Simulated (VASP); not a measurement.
# GaP in VASP: further runs

Runs on GaP. Level: PBE. Tasks: single point, relaxation of cell and atoms.

All numbers are computed with VASP 6.6.1; they aren't measurements. Logs are shortened: lines on timing, memory, paths and dates and some standing lists are left out, and cuts for length are marked.

**1. The cell of the first run**

The structure is tetragonal, space group I4/mmm (No. 139). Conventional cell: a = 3.650 Å, b = 3.650 Å, c = 5.152 Å, α = 90.00°, β = 90.00°, γ = 90.00°. Ga (site symmetry 4/mmm) has 6 P at 2.58 Å within 3.4 Å. P (site symmetry 4/mmm) has 6 Ga at 2.58 Å within 3.4 Å.

The cell was built from a structure type or drawn by symmetry, and may not be a known phase.

**2. Single point, PBE**

Contents of INCAR:

```
SYSTEM = GaP
  ALGO = Normal
  EDIFF = 1E-6
  ENCUT = 520
  GGA = PE
  ISIF = 2
  ISMEAR = 0
  LASPH = .True.
  LCHARG = .True.
  LELF = .True.
  LREAL = .False.
  LVHAR = .True.
  LWAVE = .False.
  NBANDS = 16
  NELM = 100
  PREC = Accurate
  SIGMA = 0.1
```

Contents of KPOINTS:

```
k-points
0
Gamma
  6 6 6
  0 0 0
```

Contents of POSCAR:

```
GaP
1.0
   -1.8248011221      1.8248011221      2.5758705500
    1.8248011221     -1.8248011221      2.5758705500
    1.8248011221      1.8248011221     -2.5758705500
Ga P
1 1
Direct
    0.0000000000      0.0000000000      0.0000000000
    0.5000000000      0.5000000000      0.0000000000
```

Potentials or basis: VASP PAW PBE potentials, release 64 (Ga_d, P).

Command:

```console
cat potpaw_PBE.64/Ga_d/POTCAR potpaw_PBE.64/P/POTCAR > POTCAR
mpirun -np 1 vasp_std > vasp.out
```

OUTCAR:

```text
SYSTEM = GaP
   EDIFF = 1E-6
   ENCUT = 520
   GGA = PE
   ISIF = 2
   ISMEAR = 0
   LASPH = .True.
   LREAL = .False.
   NELM = 100
   PREC = Accurate

 ion  position               nearest neighbor table
   1  0.000  0.000  0.000-   2 2.58   2 2.58   2 2.58   2 2.58   2 2.58   2 2.58
   2  0.500  0.500  0.000-   1 2.58   1 2.58   1 2.58   1 2.58   1 2.58   1 2.58

  LATTYP: Found a body centered tetragonal cell.
 ALAT       =     3.6496022442
 C/A-ratio  =     1.4115897447

  Lattice vectors:

 A1 = (  -1.8248011221,   1.8248011221,   2.5758705500)
 A2 = (   1.8248011221,  -1.8248011221,   2.5758705500)
 A3 = (   1.8248011221,   1.8248011221,  -2.5758705500)

Analysis of symmetry for initial positions (statically):
=====================================================================
 Subroutine PRICEL returns:
 Original cell was already a primitive cell.

 Routine SETGRP: Setting up the symmetry group for a
 body centered tetragonal supercell.

 Subroutine GETGRP returns: Found 16 space group operations
 (whereof 16 operations were pure point group operations)
 out of a pool of 16 trial point group operations.

The static configuration has the point symmetry D_4h.

Analysis of symmetry for dynamics (positions and initial velocities):
=====================================================================
 Subroutine PRICEL returns:
 Original cell was already a primitive cell.

 Routine SETGRP: Setting up the symmetry group for a
 body centered tetragonal supercell.

 Subroutine GETGRP returns: Found 16 space group operations
 (whereof 16 operations were pure point group operations)
 out of a pool of 16 trial point group operations.

The dynamic configuration has the point symmetry D_4h.

 Subroutine INISYM returns: Found 16 space group operations
 (whereof 16 operations are pure point group operations),
 and found     1 'primitive' translations

----------------------------------------------------------------------------------------

                                     Primitive cell

  volume of cell :      34.3096

  direct lattice vectors                    reciprocal lattice vectors
    -1.824801122  1.824801122  2.575870550     0.000000000  0.274002462  0.194109133
     1.824801122 -1.824801122  2.575870550     0.274002462  0.000000000  0.194109133
     1.824801122  1.824801122 -2.575870550     0.274002462  0.274002462  0.000000000

  length of vectors
     3.646218227  3.646218227  3.646218227     0.335791162  0.335791162  0.387497998

  position of ions in fractional coordinates (direct lattice)
     0.000000000  0.000000000  0.000000000
     0.500000000  0.500000000  0.000000000

  ion indices of the primitive-cell ions
   primitive index   ion index
                 1           1
                 2           2

----------------------------------------------------------------------------------------

 KPOINTS: k-points

Automatic generation of k-mesh.
 Grid dimensions read from file:
 generate k-points for:    6    6    6

 Generating k-lattice:

  Cartesian coordinates                     Fractional coordinates (reciprocal lattice)
     0.000000000  0.045667077  0.032351522     0.166666667 -0.000000000  0.000000000
     0.045667077  0.000000000  0.032351522    -0.000000000  0.166666667  0.000000000
     0.045667077  0.045667077  0.000000000     0.000000000  0.000000000  0.166666667

  Length of vectors
     0.055965194  0.055965194  0.064583000

  Shift w.r.t. Gamma in fractional coordinates (k-lattice)
     0.000000000  0.000000000  0.000000000

 Subroutine IBZKPT returns following result:
 ===========================================

 Found     30 irreducible k-points:

 Following reciprocal coordinates:
            Coordinates               Weight
  0.000000  0.000000  0.000000      1.000000
  0.166667 -0.000000  0.000000      8.000000
  0.333333  0.000000  0.000000      8.000000
  0.500000  0.000000  0.000000      4.000000
  0.166667  0.166667  0.000000      8.000000
  0.333333  0.166667  0.000000     16.000000
[... 16 lines left out ...]
 -0.333333 -0.333333  0.166667      8.000000
 -0.166667 -0.333333  0.166667      8.000000
 [... further k-points ...]
   k-points           NKPTS =     30   k-points in BZ     NKDIM =     30   number of bands    NBANDS=     16
   number of dos      NEDOS =    301   number of ions     NIONS =      2
   total plane-waves  NPLWV =  21952
   dimension x,y,z NGX =    28 NGY =   28 NGZ =   28
   dimension x,y,z NGXF=    56 NGYF=   56 NGZF=   56
   ions per type =               1   1
   NGX,Y,Z   is equivalent  to a cutoff of  12.77, 12.77, 12.77 a.u.
   NGXF,Y,Z  is equivalent  to a cutoff of  25.53, 25.53, 25.53 a.u.
 SYSTEM =  GaP
   PREC   = accura    normal or accurate (medium, high low for compatibility)
   ISTART =      0    job   : 0-new  1-cont  2-samecut
   ICHARG =      2    charge: 1-file 2-atom 10-const
   ISPIN  =      1    spin polarized calculation?
   LNONCOLLINEAR =      F non collinear calculations
   LSORBIT =      F    spin-orbit coupling
   LASPH  =      T    aspherical Exc in radial PAW
   ENCUT  =  520.0 eV  38.22 Ry    6.18 a.u.   6.78  6.78  6.78*2*pi/ulx,y,z
   NELM   =    100;   NELMIN=  2; NELMDL= -5     # of ELM steps
   EDIFF  = 0.1E-05   stopping-criterion for ELM
   LREAL  =      F    real-space projection
   EDIFFG = 0.1E-04   stopping-criterion for IOM
   NSW    =      0    number of steps for IOM
   IBRION =     -1    ionic relax: 0-MD 1-quasi-New 2-CG
   NFREE  =      0    steps in history (QN), initial steepest desc. (CG)
   ISIF   =      2    stress and relaxation
   ISYM   =      2    0-nonsym 1-usesym 2-fastsym
   POTIM  = 0.5000    time-step for ionic-motion
   TEBEG  =    0.0;   TEEND  =   0.0 temperature during run
   PSTRESS=    0.0 pullay stress
   NELECT =      18.0000    total number of electrons
   NUPDOWN=      -1.0000    fix difference up-down
   EMIN   =  10.00;   EMAX   =-10.00  energy-range for DOS
   EFERMI =   0.00;   METHOD = LEGACY
   ISMEAR =     0;   SIGMA  =   0.10  broadening in eV -4-tet -1-fermi 0-gaus
   EFERMI_NEDOS =   21; number of points for ismear=-14 and -15
   IALGO  =     38    algorithm
   IMIX   =      4    mixing-type and parameters
     AMIX     =   0.40;   BMIX     =  1.00
     AMIX_MAG =   1.60;   BMIX_MAG =  1.00
  volume/ion in A,a.u.               =      17.15       115.77
  Fermi-wavevector in a.u.,A,eV,Ry     =   1.320365  2.495128 23.719899  1.743363
  Thomas-Fermi vector in A             =   2.450196
   LORBIT       =      0    0 simple, 1 ext, 2 COOP (PROOUT), +10 PAW based schemes
   GGA     = PE    functional components
   LHFCALC =     F    Hartree Fock is set to
   AEXX    =    0.0000 exact exchange contribution
   IVDW    =     0    specifies the selected vdW correction
   LEPSILON=     F    determine dielectric tensor
   LRPA    =     F    only Hartree local field effects (RPA)
 non-spin polarized calculation
 Gauss-broadening in eV      SIGMA  =   0.10
  energy-cutoff  :      520.00
  volume of cell :       34.31
 maximum number of plane-waves:       941
   NGX = 13   NGY = 13   NGZ = 13

 number of electron      18.0000008 magnetization

 Free energy of the ion-electron system (eV)
  ---------------------------------------------------
  ext. energy  EPLUGINS =         0.00000000
  ---------------------------------------------------
  free energy    TOTEN  =        -8.33741623 eV

  energy without entropy =       -8.32865016  energy(sigma->0) =       -8.33303319

 E-fermi :   6.4608     XC(G=0): -10.9668

 val. band max:        6.4312097196   @ k =   0.0000   0.0000   0.0000
 cond. band min:       6.4678625930   @ k =   0.3333   0.0000   0.0000
 fundamental gap:      0.0366528734
 Fermi energy:         6.4607746074

 k-point     1 :       0.0000    0.0000    0.0000
  band No.  band energies     occupation
      1      -8.2628      2.00000
      2      -8.2626      2.00000
      3      -8.2391      2.00000
      4      -8.2391      2.00000
      5      -8.2388      2.00000
      6      -6.7686      2.00000
[... 8 lines left out ...]
     15      15.0352      0.00000
     16      15.1027      0.00000

 k-point     2 :       0.1667   -0.0000    0.0000
  band No.  band energies     occupation
      1      -8.2707      2.00000
      2      -8.2707      2.00000
      3      -8.2408      2.00000
      4      -8.2286      2.00000
      5      -8.2285      2.00000
      6      -6.3539      2.00000
[... 8 lines left out ...]
     15      14.5306      0.00000
     16      14.9565      0.00000

 k-point     3 :       0.3333    0.0000    0.0000
  band No.  band energies     occupation
      1      -8.2900      2.00000
      2      -8.2899      2.00000
      3      -8.2473      2.00000
      4      -8.2044      2.00000
      5      -8.2043      2.00000
      6      -5.1710      2.00000
[... 8 lines left out ...]
     15      16.7748      0.00000
     16      16.7813      0.00000

 k-point     4 :       0.5000    0.0000    0.0000
  band No.  band energies     occupation
      1      -8.3000      2.00000
      2      -8.2998      2.00000
      3      -8.2514      2.00000
      4      -8.1920      2.00000
      5      -8.1917      2.00000
      6      -4.0025      2.00000
[... 8 lines left out ...]
     15      19.1065      0.00000
     16      19.2456      0.00000
[... 324 lines left out ...]
 k-point    22 :      -0.1667    0.5000    0.1667
  band No.  band energies     occupation
      1      -8.3406      2.00000
      2      -8.2824      2.00000
      3      -8.2431      2.00000
      4      -8.2057      2.00000
      5      -8.1886      2.00000
      6      -3.8547      2.00000
[... 8 lines left out ...]
     15      19.3807      0.00000
     16      20.3458      0.00000

 k-point    23 :      -0.3333   -0.3333    0.1667
  band No.  band energies     occupation
      1      -8.3707      2.00000
      2      -8.2677      2.00000
      3      -8.2458      2.00000
      4      -8.2039      2.00000
      5      -8.1911      2.00000
      6      -4.1130      2.00000
[... 8 lines left out ...]
     15      19.5004      0.00000
     16      19.8027      0.00000

 k-point    24 :      -0.1667   -0.3333    0.1667
  band No.  band energies     occupation
      1      -8.3319      2.00000
      2      -8.2639      2.00000
      3      -8.2492      2.00000
      4      -8.2118      2.00000
      5      -8.2014      2.00000
      6      -5.2484      2.00000
[... 8 lines left out ...]
     15      17.9414      0.00000
     16      18.2669      0.00000

 [... further k-points ...]
[... 5 lines left out ...]
  --------------------------------------------------------------------------------------
  -------------------------------------------------------------------------------------
  Total       -0.0004025     -0.0004025      0.0405195      0.0000000      0.0000000      0.0000000
  in kB       -0.0187980     -0.0187980      1.8921685      0.0000000      0.0000000      0.0000000
  external PRESSURE =       0.6181908 kB  Pullay stress =       0.0000000 kB

 VOLUME and BASIS-vectors are now :
 -----------------------------------------------------------------------------
  energy-cutoff  :      520.00
  volume of cell :       34.31
      direct lattice vectors                 reciprocal lattice vectors
    -1.824801122  1.824801122  2.575870550     0.000000000  0.274002462  0.194109133
     1.824801122 -1.824801122  2.575870550     0.274002462  0.000000000  0.194109133
     1.824801122  1.824801122 -2.575870550     0.274002462  0.274002462  0.000000000

 POSITION                                       TOTAL-FORCE (eV/Angst)
 -----------------------------------------------------------------------------------
      0.00000      0.00000      0.00000         0.000000     -0.000000     -0.000000
      0.00000      0.00000      2.57587        -0.000000      0.000000      0.000000
 -----------------------------------------------------------------------------------
    total drift:                                0.000000     -0.000000     -0.000000

  FREE ENERGIE OF THE ION-ELECTRON SYSTEM (eV)
  ---------------------------------------------------
  free  energy   TOTEN  =        -8.3374162251 eV

  energy  without entropy=       -8.3286501555  energy(sigma->0) =       -8.33303319
```

Wall time 7.9 s (1 thread of Intel Xeon 6975P-C (Granite Rapids), shared host); peak memory 0.16 GiB.

Results:

```
Free energy            : -8.3374 eV
Pressure               : 0.1 GPa
Band gap on the k mesh : zero (bands 9 and 10 overlap by 3.21 eV)
```

**3. Single point, PBE**

Contents of INCAR:

```
SYSTEM = GaP
ALGO = Normal
EDIFF = 1E-7
ENCUT = 520
GGA = PE
ISIF = 2
ISMEAR = 0
LASPH = .True.
LCHARG = .False.
LREAL = .False.
LWAVE = .False.
NBANDS = 16
NELM = 80
PREC = Accurate
SIGMA = 0.1
```

Contents of KPOINTS:

```
k-points
0
Gamma
  18 18 18
  0 0 0
```

Contents of POSCAR:

```
GaP
1.0
    0.0000000000      2.5790625137      2.5790625137
    2.5790625137      0.0000000000      2.5790625137
    2.5790625137      2.5790625137      0.0000000000
Ga P
1 1
Direct
    0.0000000000      0.0000000000      0.0000000000
    0.5000000000      0.5000000000      0.5000000000
```

Potentials or basis: VASP PAW PBE potentials, release 64 (Ga_d, P).

Command:

```console
cat potpaw_PBE.64/Ga_d/POTCAR potpaw_PBE.64/P/POTCAR > POTCAR
mpirun -np 1 vasp_std > vasp.out
```

Run time: 42 s. Hardware: 1 thread of Intel Xeon 6975P-C (Granite Rapids), shared host; peak memory 0.23 GiB.

Results (log left out):

```yaml
Free_energy: -8.3151 eV
Pressure: 0.1 GPa
Band_gap_on_the_k_mesh: zero (bands 9 and 10 overlap by 3.20 eV)
```

Levels at points of the mesh, in eV from the Fermi level:
```
           k point  band 6  band 7  band 8  band 9  band 10  band 11  band 12  band 13
(0.00, 0.00, 0.00)  -13.22   -0.03   -0.03   -0.03     1.41     7.06     7.06     7.06
(0.50, 0.00, 0.00)  -10.46   -7.83    0.14    0.14     3.01     3.01     3.11     5.15
(0.50, 0.50, 0.00)   -9.39   -5.85   -3.17   -2.69    -2.69     3.38    10.87    10.87
```

(Continued in part 2 of 2.)
